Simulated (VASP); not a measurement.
# Ta2N (P-3m1) in VASP: further runs, part 2 of 2

VASP 6.6.1. Earlier steps stand in the parts before.

**3. Single point, LDA**

This run uses another cell than the first one, of 12.97 Å³/atom, 0.971 times its volume.

INCAR

```
SYSTEM = Ta2N
PREC = Accurate
ENCUT = 600
EDIFF = 1E-6
ISMEAR = -1
SIGMA = 0.05
LREAL = .FALSE.
LASPH = .TRUE.
NELM = 120
ALGO = Normal
ISIF = 2
LWAVE = .FALSE.
LCHARG = .FALSE.
NBANDS = 22
GGA_COMPAT = .FALSE.
```

KPOINTS

```
Automatic mesh
0
G
  10 10 6
  0 0 0
```

POSCAR

```
Ta2N
1.0
    3.0653437471      0.0000000000      0.0000000000
   -1.5326718735      2.6546655563      0.0000000000
    0.0000000000      0.0000000000      4.7801075143
Ta N
2 1
Direct
    0.3333333333      0.6666666667      0.2527259034
    0.6666666667      0.3333333333      0.7472740966
    0.0000000000      0.0000000000      0.0000000000
```

Potentials or basis: VASP PAW LDA potentials, release 64 (Ta_sv_GW, N).

Launch:

```
$ cat potpaw_LDA.64/Ta_sv_GW/POTCAR potpaw_LDA.64/N/POTCAR > POTCAR
$ mpirun -np 1 vasp_std > vasp.out
```

OUTCAR:

```text
SYSTEM = Ta2N
   PREC = Accurate
   ENCUT = 600
   EDIFF = 1E-6
   ISMEAR = -1
   LREAL = .FALSE.
   LASPH = .TRUE.
   NELM = 120
   ISIF = 2

 ion  position               nearest neighbor table
   1  0.333  0.667  0.253-   3 2.14   3 2.14   3 2.14   2 2.95   2 2.95   2 2.95   2 2.99   2 2.99
                             2 2.99
   2  0.667  0.333  0.747-   3 2.14   3 2.14   3 2.14   1 2.95   1 2.95   1 2.95   1 2.99   1 2.99
                             1 2.99
   3  0.000  0.000  0.000-   1 2.14   2 2.14   1 2.14   2 2.14   2 2.14   1 2.14

  LATTYP: Found a hexagonal cell.
 ALAT       =     3.0653437471
 C/A-ratio  =     1.5594034173

  Lattice vectors:

 A1 = (   3.0653437471,   0.0000000000,   0.0000000000)
 A2 = (  -1.5326718735,   2.6546655563,   0.0000000000)
 A3 = (   0.0000000000,   0.0000000000,   4.7801075143)

Analysis of symmetry for initial positions (statically):
=====================================================================
 Subroutine PRICEL returns:
 Original cell was already a primitive cell.

 Routine SETGRP: Setting up the symmetry group for a
 hexagonal supercell.
[... 161 lines left out ...]
  ---------------------------------------------------
  ext. energy  EPLUGINS =         0.00000000
  ---------------------------------------------------
  free energy    TOTEN  =       -42.65574906 eV

  energy without entropy =      -42.64319390  energy(sigma->0) =      -42.64947148

 E-fermi :  12.2385     XC(G=0): -13.7375

 val. band max:       12.2244351509   @ k =   0.0000   0.3000   0.3333
 cond. band min:      12.2450104009   @ k =   0.0000   0.3000   0.1667
 fundamental gap:      0.0205752500
 Fermi energy:        12.2384860371

 k-point     1 :       0.0000    0.0000    0.0000
  band No.  band energies     occupation
      1     -55.8940      2.00000
      2     -55.7941      2.00000
      3     -23.2605      2.00000
      4     -22.3811      2.00000
      5     -22.3811      2.00000
      6     -22.2315      2.00000
[... 589 lines left out ...]
     21      17.1315      0.00000
     22      18.0152      0.00000

 [... further k-points ...]
[... 5 lines left out ...]
  --------------------------------------------------------------------------------------
  -------------------------------------------------------------------------------------
  Total        0.2451437      0.2451437      0.2081031      0.0000000      0.0000000      0.0000000
  in kB       10.0972862     10.0972862      8.5716105      0.0000000      0.0000000      0.0000000
  external PRESSURE =       9.5887276 kB  Pullay stress =       0.0000000 kB

 VOLUME and BASIS-vectors are now :
 -----------------------------------------------------------------------------
  energy-cutoff  :      600.00
  volume of cell :       38.90
      direct lattice vectors                 reciprocal lattice vectors
     3.065343747  0.000000000  0.000000000     0.326227687  0.188347643  0.000000000
    -1.532671874  2.654665556  0.000000000     0.000000000  0.376695286  0.000000000
     0.000000000  0.000000000  4.780107514     0.000000000  0.000000000  0.209200315

 POSITION                                       TOTAL-FORCE (eV/Angst)
 -----------------------------------------------------------------------------------
     -0.00000      1.76978      1.20806        -0.000000      0.000000      0.040689
      1.53267      0.88489      3.57205         0.000000      0.000000     -0.040689
      0.00000      0.00000      0.00000        -0.000000      0.000000      0.000000
 -----------------------------------------------------------------------------------
    total drift:                                0.000000     -0.000000      0.000000

  FREE ENERGIE OF THE ION-ELECTRON SYSTEM (eV)
  ---------------------------------------------------
  free  energy   TOTEN  =       -42.6557490599 eV

  energy  without entropy=      -42.6431938984  energy(sigma->0) =      -42.64947148
```

stdout:

```text
POSCAR found type information on POSCAR TaN
 POSCAR found :  2 types and       3 ions
 scaLAPACK will be used
 LDA part: xc-table for (Slater(with rela. corr.)+CA(PZ))
 , standard interpolation
 POSCAR, INCAR and KPOINTS ok, starting setup
 FFT: planning ... GRIDC
 FFT: planning ... GRID_SOFT
 FFT: planning ... GRID
 WAVECAR not read
 entering main loop
```

Wall time 45 s (1 thread of AMD EPYC 9R45 (Zen 5), shared host); peak memory 0.17 GiB.

What came out:

```
Free energy   : -42.6557 eV
Pressure      : 1.0 GPa
Largest force : 0.041 eV/Å
```

Forces in eV/Å, atoms in the order of the input:
```
Ta   0.000  0.000  0.041
Ta   0.000  0.000 -0.041
N    0.000  0.000  0.000
```

Levels at points of the mesh, in eV from the Fermi level:
```csv
k point,band 12,band 13,band 14,band 15,band 16,band 17,band 18,band 19
"(0.00, 0.00, 0.00)",-6.36,-4.72,-0.68,-0.28,-0.28,0.24,0.24,0.39
"(0.50, 0.00, 0.00)",-6.63,-4.76,-2.56,-1.26,1.97,2.00,3.89,4.21
"(0.00, 0.00, 0.50)",-6.55,-2.82,-2.58,-1.23,-1.23,1.91,2.26,2.38
"(0.50, 0.00, 0.50)",-6.33,-3.43,-2.04,-2.02,-0.13,0.82,3.41,3.66
```

Caveat: spin-orbit coupling is left out, which moves the levels of the heavy elements.

**4. Relaxation of cell and atoms, revPBE+D3(BJ), non-collinear spin, zero start, spin-orbit coupling**

This run uses another cell than the first one, of 13.62 Å³/atom, 1.020 times its volume.

INCAR

```
SYSTEM = Ta2N
ALGO = Normal
EDIFF = 1E-6
EDIFFG = -0.01
ENCUT = 600
GGA = RE
GGA_COMPAT = .FALSE.
IBRION = 2
ISIF = 3
ISMEAR = -5
IVDW = 12
LASPH = .TRUE.
LCHARG = .FALSE.
LMAXMIX = 4
LNONCOLLINEAR = .TRUE.
LORBIT = 11
LORBMOM = .TRUE.
LREAL = .FALSE.
LSORBIT = .TRUE.
LWAVE = .FALSE.
MAGMOM = 0 0 0 0 0 0 0 0 0
NELM = 150
NSW = 60
PREC = Accurate
SIGMA = 0.05
```

KPOINTS

```
k-points
0
G
  7 7 5
  0 0 0
```

POSCAR

```
Ta2N
1.0
    3.1128615060      0.0000000000      0.0000000000
   -1.5564307530      2.6958171426      0.0000000000
    0.0000000000      0.0000000000      4.8698410000
Ta N
2 1
Direct
    0.3333333333      0.6666666667      0.2547110000
    0.6666666667      0.3333333333      0.7452890000
    0.0000000000      0.0000000000      0.0000000000
```

Potentials or basis: VASP PAW PBE potentials, release 64 (Ta_pv, N).

Launch:

```
$ cat potpaw_PBE.64/Ta_pv/POTCAR potpaw_PBE.64/N/POTCAR > POTCAR
$ mpirun -np 1 vasp_ncl > vasp.out
```

Run time: 8.5 min. Hardware: 1 thread of Intel Xeon Platinum 8559C (Emerald Rapids), shared host; peak memory 0.36 GiB.

It converged, with:

```
Free energy                                           : -37.3683 eV
Relaxed volume                                        : 13.14 Å³/atom
Relaxed cell                                          : a = 3.059 Å, b = 3.059 Å, c = 4.864 Å, α = 90.00°, β = 90.00°, γ = 120.00°
Space group after relaxing (to 0.05 Å)                : P-3m1 (No. 164)
Energy gained by relaxing                             : 14.6 meV/atom
Ionic steps                                           : 10
Pressure after relaxing                               : 0.1 GPa
Largest force after relaxing                          : 0.008 eV/Å
Net moment                                            : 0.00 μB per cell
Valence electrons inside the program's atomic spheres : Ta 8.95; N 3.76
Dispersion energy per atom                            : -0.974 eV
```

Forces in eV/Å, atoms in the order of the input:
```
Ta   0.000  0.000 -0.008
Ta   0.000  0.000  0.008
N    0.000  0.000  0.000
```

Step by step:
| step | energy change (eV) | largest force (eV/Å) | pressure (GPa) | volume (Å³) |
| --- | --- | --- | --- | --- |
| 1 | 0.0000 | 0.1327 | -9.31 | 40.87 |
| 2 | 0.2254 | 0.7776 | 29.60 | 36.36 |
| 3 | -0.0410 | 0.3019 | -0.23 | 39.54 |
| 4 | -0.0411 | 0.3078 | 0.11 | 39.50 |
| 5 | -0.0428 | 0.0235 | 0.11 | 39.42 |
| 6 | -0.0425 | 0.0531 | 0.12 | 39.41 |
| 7 | -0.0435 | 0.0331 | -0.17 | 39.44 |
| 8 | -0.0435 | 0.0254 | -0.27 | 39.45 |
| 9 | -0.0436 | 0.0298 | 0.66 | 39.34 |
| 10 | -0.0437 | 0.0083 | 0.07 | 39.42 |

Final structure:
```yaml
crystal:
  lattice:
    - [3.05897, 0.00000, 0.00000]
    - [-1.52949, 2.64915, 0.00000]
    - [0.00000, 0.00000, 4.86399]
  atoms:
    - { symbol: Ta, position: [0.33333, 0.66667, 0.25806] }
    - { symbol: Ta, position: [0.66667, 0.33333, 0.74194] }
    - { symbol: N, position: [0.00000, 0.00000, 0.00000] }
```

Moments on the atoms (μB; x, y, z):
```
Ta  0.00 0.00 0.00
Ta  0.00 0.00 0.00
N   0.00 0.00 0.00
```

Caveat: the PAW data sets were made with another functional, which shifts forces and pressure a little.

**5. Overview**

| task | level | potentials or basis | spin | cell | k mesh | smearing | second run | gap on the mesh (eV) | pressure (GPa) | largest force (eV/Å) |
| --- | --- | --- | --- | --- | --- | --- | --- | --- | --- | --- |
| single point | LDA | VASP PAW LDA potentials, release 64 (Ta_sv_GW, N) | off | a = 3.092, b = 3.092, c = 4.837 Å, angles 90.0, 90.0, 120.0°, 3 atoms | 10 × 10 × 6 | fermi-dirac 0.05 eV | valence_matched | none | -8.3 | 0.30 |
| single point | LDA | VASP PAW LDA potentials, release 64 (Ta_sv_GW, N) | off | a = 3.065, b = 3.065, c = 4.780 Å, angles 90.0, 90.0, 120.0°, 3 atoms | 10 × 10 × 6 | fermi-dirac 0.05 eV | valence_matched | none | 1.0 | 0.04 |
| relaxation of cell and atoms | revPBE+D3(BJ) | VASP PAW PBE potentials, release 64 (Ta_pv, N) | non-collinear, zero start, SOC | relaxed from a = 3.113, b = 3.113, c = 4.870 Å, angles 90.0, 90.0, 120.0°, 3 atoms | 7 × 7 × 5 | tetrahedron | - | - | 0.1 | 0.01 |

Alike in all rows: cutoff (eV) 600.

Caveats: spin-orbit coupling is left out, which moves the levels of the heavy elements (some runs); the PAW data sets were made with another functional, which shifts forces and pressure a little (some runs).

Total energies depend on the potentials used, so only differences within one code and one set of settings carry meaning.
